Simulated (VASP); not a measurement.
# Tc (Fm-3m) in VASP: a series of runs

Tc is run at these levels: PBEsol; tasks: electric field gradients, single point.

Program: VASP 6.6.1. These are calculated values, not measurements. Logs are shortened: lines on timing, memory, paths and dates and some standing lists are left out, and cuts for length are marked.

## 1. The cell of the first run

It takes space group Fm-3m (No. 225, cubic). Conventional cell: a = 3.913 Å, b = 3.913 Å, c = 3.913 Å, α = 90.00°, β = 90.00°, γ = 90.00°. Tc (site symmetry m-3m) has 12 Tc at 2.77 Å within 3.6 Å.

This isn't the form of Tc at room conditions, which is hcp.

## 2. Electric field gradients, PBEsol (14.98 Å³/atom)

INCAR reads:

```
PREC = Accurate
ENCUT = 520
EDIFF = 1E-8
ISMEAR = -1
SIGMA = 0.03
LREAL = F
LASPH = T
NELM = 100
ALGO = Normal
ISIF = 2
LWAVE = F
LCHARG = F
GGA = PS
LEFG = T
NBANDS = 12
```

KPOINTS reads:

```
regular mesh
0
Gamma
  18 18 18
```

POSCAR reads:

```
Tc
1.0
    0.0000000000      1.9564784529      1.9564784529
    1.9564784529      0.0000000000      1.9564784529
    1.9564784529      1.9564784529      0.0000000000
Tc
1
Direct
    0.0000000000      0.0000000000      0.0000000000
```

Potentials or basis: VASP PAW PBE potentials, release 64 (Tc_pv).

The run is started by

```bash
> cat potpaw_PBE.64/Tc_pv/POTCAR > POTCAR
> mpirun -np 1 vasp_std > vasp.out
```

OUTCAR:

```text
PREC = Accurate
   ENCUT = 520
   EDIFF = 1E-8
   ISMEAR = -1
   LREAL = F
   LASPH = T
   NELM = 100
   ISIF = 2
   GGA = PS

 ion  position               nearest neighbor table
   1  0.000  0.000  0.000-

  LATTYP: Found a face centered cubic cell.
 ALAT       =     3.9129569058

  Lattice vectors:

 A1 = (   0.0000000000,   1.9564784529,   1.9564784529)
 A2 = (   1.9564784529,   0.0000000000,   1.9564784529)
 A3 = (   1.9564784529,   1.9564784529,   0.0000000000)

Analysis of symmetry for initial positions (statically):
=====================================================================
 Subroutine PRICEL returns:
 Original cell was already a primitive cell.

 Routine SETGRP: Setting up the symmetry group for a
 face centered cubic supercell.

 Subroutine GETGRP returns: Found 48 space group operations
 (whereof 48 operations were pure point group operations)
 out of a pool of 48 trial point group operations.

The static configuration has the point symmetry O_h .

Analysis of symmetry for dynamics (positions and initial velocities):
=====================================================================
 Subroutine PRICEL returns:
 Original cell was already a primitive cell.

 Routine SETGRP: Setting up the symmetry group for a
 face centered cubic supercell.

 Subroutine GETGRP returns: Found 48 space group operations
 (whereof 48 operations were pure point group operations)
 out of a pool of 48 trial point group operations.

The dynamic configuration has the point symmetry O_h .

 Subroutine INISYM returns: Found 48 space group operations
 (whereof 48 operations are pure point group operations),
 and found     1 'primitive' translations

----------------------------------------------------------------------------------------

                                     Primitive cell

  volume of cell :      14.9780

  direct lattice vectors                    reciprocal lattice vectors
     0.000000000  1.956478453  1.956478453    -0.255561210  0.255561210  0.255561210
     1.956478453  0.000000000  1.956478453     0.255561210 -0.255561210  0.255561210
     1.956478453  1.956478453  0.000000000     0.255561210  0.255561210 -0.255561210

  length of vectors
     2.766878363  2.766878363  2.766878363     0.442644999  0.442644999  0.442644999

[... 122 lines left out ...]
  free energy    TOTEN  =       -11.13811024 eV

  energy without entropy =      -11.13502933  energy(sigma->0) =      -11.13656979

 E-fermi :  11.9126     XC(G=0): -13.6786

 val. band max:       11.9033212411   @ k =   0.1667   0.1111   0.0000
 cond. band min:      11.9435882018   @ k =   0.3889   0.2222   0.0000
 fundamental gap:      0.0402669608
 Fermi energy:        11.9126298435

 k-point     1 :       0.0000    0.0000    0.0000
  band No.  band energies     occupation
      1     -26.4237      2.00000
      2     -26.4237      2.00000
      3     -26.4237      2.00000
      4       4.5644      2.00000
      5      10.2374      2.00000
      6      10.2374      2.00000
      7      10.2374      2.00000
      8      12.6999      0.00000
      9      12.6999      0.00000
     10      25.9427      0.00000
     11      31.2938      0.00000
     12      31.2938      0.00000
[... 331 lines left out ...]
 k-point    24 :      -0.2222    0.0556    0.0000
  band No.  band energies     occupation
      1     -26.9644      2.00000
      2     -26.5307      2.00000
      3     -26.4819      2.00000
      4       6.4545      2.00000
      5       9.6324      2.00000
      6      10.6298      2.00000
      7      10.7185      2.00000
      8      12.4098      0.00000
      9      13.2307      0.00000
     10      26.5223      0.00000
     11      28.6767      0.00000
     12      33.7065      0.00000

 [... further k-points ...]

------------------------ aborting loop because EDIFF is reached ----------------------------------------

  FORCE on cell =-STRESS in cart. coord.  units (eV):
  Direction    XX          YY          ZZ          XY          YZ          ZX
  --------------------------------------------------------------------------------------
  -------------------------------------------------------------------------------------
  Total       -1.7068733     -1.7068733     -1.7068733     -0.0000000      0.0000000     -0.0000000
  in kB     -182.5814571   -182.5814571   -182.5814571     -0.0000000      0.0000000     -0.0000000
  external PRESSURE =    -182.5814571 kB  Pullay stress =       0.0000000 kB

 VOLUME and BASIS-vectors are now :
 -----------------------------------------------------------------------------
  energy-cutoff  :      520.00
  volume of cell :       14.98
      direct lattice vectors                 reciprocal lattice vectors
     0.000000000  1.956478453  1.956478453    -0.255561210  0.255561210  0.255561210
     1.956478453  0.000000000  1.956478453     0.255561210 -0.255561210  0.255561210
     1.956478453  1.956478453  0.000000000     0.255561210  0.255561210 -0.255561210

 POSITION                                       TOTAL-FORCE (eV/Angst)
 -----------------------------------------------------------------------------------
      0.00000      0.00000      0.00000         0.000000     -0.000000      0.000000
 -----------------------------------------------------------------------------------
    total drift:                               -0.000000      0.000000     -0.000000

  FREE ENERGIE OF THE ION-ELECTRON SYSTEM (eV)
  ---------------------------------------------------
  free  energy   TOTEN  =       -11.1381102424 eV

  energy  without entropy=      -11.1350293288  energy(sigma->0) =      -11.13656979

 Electric field gradients (V/A^2)
---------------------------------------------------------------------
 ion       V_xx      V_yy      V_zz      V_xy      V_xz      V_yz
---------------------------------------------------------------------
   1      -0.000    -0.000    -0.000     0.000     0.000     0.000
---------------------------------------------------------------------

 Electric field gradients after diagonalization (V/A^2)
 (convention: |V_zz| > |V_xx| > |V_yy|)
----------------------------------------------------------------------
 ion       V_xx      V_yy      V_zz     asymmetry (V_yy - V_xx)/ V_zz
----------------------------------------------------------------------
   1      -0.000    -0.000     0.000       0.000
----------------------------------------------------------------------

           NMR quadrupolar parameters

 Cq : quadrupolar parameter    Cq=e*Q*V_zz/h
 eta: asymmetry parameters     (V_yy - V_xx)/ V_zz
 Q  : nuclear electric quadrupole moment in mb (millibarn)
----------------------------------------------------------------------
 ion       Cq(MHz)       eta       Q (mb)
----------------------------------------------------------------------
   1       0.000       0.000       1.000
----------------------------------------------------------------------
```

OSZICAR:

```text
N       E                     dE             d eps       ncg     rms          rms(c)
DAV:   1     0.117004771433E+03    0.11700E+03   -0.78253E+03  4696   0.103E+03
DAV:   2    -0.103115473331E+02   -0.12732E+03   -0.12374E+03  5116   0.308E+02
DAV:   3    -0.120300649909E+02   -0.17185E+01   -0.17136E+01  5168   0.417E+01
DAV:   4    -0.120369414969E+02   -0.68765E-02   -0.68762E-02  5172   0.292E+00
DAV:   5    -0.120369935820E+02   -0.52085E-04   -0.52085E-04  5240   0.245E-01    0.165E+01
DAV:   6    -0.112287764596E+02    0.80822E+00   -0.11346E+00  4816   0.139E+01    0.451E+00
DAV:   7    -0.111443417061E+02    0.84435E-01   -0.14912E-01  5252   0.480E+00    0.571E-01
DAV:   8    -0.111381409594E+02    0.62007E-02   -0.48198E-03  4776   0.860E-01    0.144E-01
DAV:   9    -0.111381053511E+02    0.35608E-04   -0.92625E-05  5616   0.123E-01    0.149E-02
DAV:  10    -0.111381101766E+02   -0.48255E-05   -0.40697E-06  4900   0.211E-02    0.372E-03
DAV:  11    -0.111381101654E+02    0.11177E-07   -0.54313E-08  5524   0.269E-03    0.672E-04
DAV:  12    -0.111381102427E+02   -0.77231E-07   -0.55745E-09  3356   0.861E-04    0.418E-05
DAV:  13    -0.111381102424E+02    0.32014E-09   -0.20301E-10  2628   0.168E-04
   1 F= -.11138110E+02 E0= -.11136570E+02  d E =-.308091E-02
```

Run time: 31 s. Hardware: 1 thread of Intel Xeon 8259CL, shared host; peak memory 0.17 GiB.

Results:

```yaml
Free_energy: -11.1381 eV
Pressure: -18.3 GPa
Band_gap_on_the_k_mesh: zero (an odd number of electrons rules out a gap without spin polarisation)
Largest_electric_field_gradient_by_atom: under 0.05 V/Å² on every atom
```

Levels at points of the mesh, in eV from the Fermi level:
```tsv
k point	band 4	band 5	band 6	band 7	band 8	band 9	band 10	band 11
(0.00, 0.00, 0.00)	-7.35	-1.68	-1.68	-1.68	0.79	0.79	14.03	19.38
(0.50, 0.00, 0.00)	-5.30	-1.83	-1.83	1.16	2.71	2.71	10.21	13.65
(0.50, 0.50, 0.00)	-5.61	-5.03	2.65	3.26	3.26	3.67	12.73	12.73
```

Caveat: the cell stands under tension; the PAW data sets were made with another functional, which shifts forces and pressure a little.

## 3. Electric field gradients, PBEsol (15.42 Å³/atom)

This run uses another cell than the first one, of 15.42 Å³/atom.

INCAR reads:

```
SYSTEM = Tc
PREC = Accurate
ENCUT = 520
EDIFF = 1E-8
ISMEAR = -1
SIGMA = 0.03
LREAL = .FALSE.
LASPH = .TRUE.
NELM = 80
ALGO = Normal
ISIF = 2
LWAVE = .FALSE.
LCHARG = .FALSE.
GGA = PS
LEFG = .TRUE.
NBANDS = 12
```

KPOINTS reads:

```
regular mesh
0
G
  18 18 18
  0 0 0
```

POSCAR reads:

```
Tc
1.0
    0.0000000000      1.9756608374      1.9756608374
    1.9756608374      0.0000000000      1.9756608374
    1.9756608374      1.9756608374      0.0000000000
Tc
1
Direct
    0.0000000000      0.0000000000      0.0000000000
```

Potentials or basis: VASP PAW PBE potentials, release 64 (Tc_pv).

The run is started by

```bash
> cat potpaw_PBE.64/Tc_pv/POTCAR > POTCAR
> mpirun -np 1 vasp_std > vasp.out
```

OUTCAR:

```text
SYSTEM = Tc
   PREC = Accurate
   ENCUT = 520
   EDIFF = 1E-8
   ISMEAR = -1
   LREAL = .FALSE.
   LASPH = .TRUE.
   NELM = 80
   ISIF = 2
   GGA = PS

 ion  position               nearest neighbor table
   1  0.000  0.000  0.000-

  LATTYP: Found a face centered cubic cell.
 ALAT       =     3.9513216748

  Lattice vectors:

 A1 = (   0.0000000000,   1.9756608374,   1.9756608374)
 A2 = (   1.9756608374,   0.0000000000,   1.9756608374)
 A3 = (   1.9756608374,   1.9756608374,   0.0000000000)

Analysis of symmetry for initial positions (statically):
=====================================================================
 Subroutine PRICEL returns:
 Original cell was already a primitive cell.

 Routine SETGRP: Setting up the symmetry group for a
 face centered cubic supercell.

[... 541 lines left out ...]
  external PRESSURE =    -248.4975831 kB  Pullay stress =       0.0000000 kB

 VOLUME and BASIS-vectors are now :
 -----------------------------------------------------------------------------
  energy-cutoff  :      520.00
  volume of cell :       15.42
      direct lattice vectors                 reciprocal lattice vectors
     0.000000000  1.975660837  1.975660837    -0.253079876  0.253079876  0.253079876
     1.975660837  0.000000000  1.975660837     0.253079876 -0.253079876  0.253079876
     1.975660837  1.975660837  0.000000000     0.253079876  0.253079876 -0.253079876

 POSITION                                       TOTAL-FORCE (eV/Angst)
 -----------------------------------------------------------------------------------
      0.00000      0.00000      0.00000         0.000000     -0.000000     -0.000000
 -----------------------------------------------------------------------------------
    total drift:                               -0.000000     -0.000000      0.000000

  FREE ENERGIE OF THE ION-ELECTRON SYSTEM (eV)
  ---------------------------------------------------
  free  energy   TOTEN  =       -11.0785340984 eV

  energy  without entropy=      -11.0753431004  energy(sigma->0) =      -11.07693860

 Electric field gradients (V/A^2)
---------------------------------------------------------------------
 ion       V_xx      V_yy      V_zz      V_xy      V_xz      V_yz
---------------------------------------------------------------------
   1      -0.000     0.000     0.000     0.000     0.000     0.000
---------------------------------------------------------------------

 Electric field gradients after diagonalization (V/A^2)
 (convention: |V_zz| > |V_xx| > |V_yy|)
----------------------------------------------------------------------
 ion       V_xx      V_yy      V_zz     asymmetry (V_yy - V_xx)/ V_zz
----------------------------------------------------------------------
   1      -0.000    -0.000     0.001       0.000
----------------------------------------------------------------------

           NMR quadrupolar parameters

 Cq : quadrupolar parameter    Cq=e*Q*V_zz/h
 eta: asymmetry parameters     (V_yy - V_xx)/ V_zz
 Q  : nuclear electric quadrupole moment in mb (millibarn)
----------------------------------------------------------------------
 ion       Cq(MHz)       eta       Q (mb)
----------------------------------------------------------------------
   1       0.000       0.000       1.000
----------------------------------------------------------------------
```

stdout:

```text
POSCAR found type information on POSCAR Tc
 POSCAR found :  1 types and       1 ions
 scaLAPACK will be used
 -----------------------------------------------------------------------------
|                                                                             |
|                                                                             |
|     You enforced a specific xc type in the INCAR file but a different       |
|     I HOPE YOU KNOW WHAT YOU ARE DOING!                                     |
|                                                                             |
 -----------------------------------------------------------------------------

 LDA part: xc-table for (Slater+PW92), standard interpolation
 POSCAR, INCAR and KPOINTS ok, starting setup
 FFT: planning ... GRIDC
 FFT: planning ... GRID_SOFT
 FFT: planning ... GRID
 WAVECAR not read
 entering main loop
ion   1
```

Run time: 30 s. Hardware: 1 thread of Intel Xeon 8259CL, shared host; peak memory 0.17 GiB.

Results:

| Quantity | Value |
| --- | --- |
| Free energy | -11.0785 eV |
| Pressure | -24.8 GPa |
| Band gap on the k mesh | zero (an odd number of electrons rules out a gap without spin polarisation) |
| Largest electric field gradient by atom | under 0.05 V/Å² on every atom |

Caveat: the cell stands under tension; the PAW data sets were made with another functional, which shifts forces and pressure a little.

## 4. Single point, PBEsol

This run uses another cell than the first one, of 14.83 Å³/atom.

POSCAR reads:

```
Tc
1.0
    0.0000000000      1.9500000000      1.9500000000
    1.9500000000      0.0000000000      1.9500000000
    1.9500000000      1.9500000000      0.0000000000
Tc
1
Direct
    0.0000000000      0.0000000000      0.0000000000
```

INCAR.step1 reads:

```
SYSTEM = Tc
PREC = Accurate ; ENCUT = 520
EDIFF = 1E-6 ; ISMEAR = -1
SIGMA = 0.03 ; LREAL = .False.
LASPH = .True. ; NELM = 60
ALGO = Normal ; ISIF = 2
LWAVE = .False. ; LCHARG = .True.
LMAXMIX = 4 ; GGA = PS
NBANDS = 12
```

KPOINTS.step1 reads:

```
Automatic mesh
0
Gamma
  18 18 18
  0 0 0
```

INCAR.step2 reads:

```
SYSTEM = Tc
PREC = Accurate ; ENCUT = 520
EDIFF = 1E-6 ; ISMEAR = -5
SIGMA = 0.03 ; LREAL = .False.
LASPH = .True. ; NELM = 60
ALGO = Normal ; ISIF = 2
LWAVE = .False. ; LCHARG = .False.
LMAXMIX = 4 ; GGA = PS
LORBIT = 11 ; NBANDS = 12
NEDOS = 1001 ; ICHARG = 11
```

KPOINTS.step2 reads:

```
Automatic mesh
0
Gamma
  27 27 27
  0 0 0
```

The run is started by

```bash
> cat potpaw_PBE.64/Tc_pv/POTCAR > POTCAR
> cp INCAR.step1 INCAR
> cp KPOINTS.step1 KPOINTS
> mpirun -np 1 vasp_std > vasp.out
> cp INCAR.step2 INCAR
> cp KPOINTS.step2 KPOINTS
> mpirun -np 1 vasp_std > vasp.out
```

Run time: 65 s. Hardware: 1 thread of Intel Xeon 8259CL, shared host; peak memory 0.22 GiB.

The run converged. Its results:

* Valence electrons inside the program's atomic spheres: Tc 11.99

Levels at points of the mesh, in eV from the Fermi level:
```
           k point  band 5  band 6  band 7  band 8  band 9  band 10
(0.00, 0.00, 0.00)   -1.71   -1.71   -1.71    0.79    0.79    14.02
```

Caveat: the PAW data sets were made with another functional, which shifts forces and pressure a little.

## 5. Overview

| task | cell | k mesh for the DOS | occupations for the DOS | gap on the mesh (eV) | pressure (GPa) |
| --- | --- | --- | --- | --- | --- |
| electric field gradients | a = 2.767 Å, angles 60.0°, 1 atom | - | - | none | -18.3 |
| electric field gradients | a = 2.794 Å, angles 60.0°, 1 atom | - | - | none | -24.8 |
| single point | a = 2.758 Å, angles 60.0°, 1 atom | 27 × 27 × 27 | tetrahedron | - | - |

Alike in all rows: level PBEsol; potentials or basis VASP PAW PBE potentials, release 64 (Tc_pv); no spin polarisation; k mesh 18 × 18 × 18; cutoff (eV) 520; smearing fermi-dirac 0.03 eV.

Caveats: the PAW data sets were made with another functional, which shifts forces and pressure a little; the cell stands under tension (at least some runs).

Total energies depend on the potentials used, so only differences within one code and one set of settings carry meaning.

The gap in the log of VASP goes by the Fermi energy; the results here count the filled bands.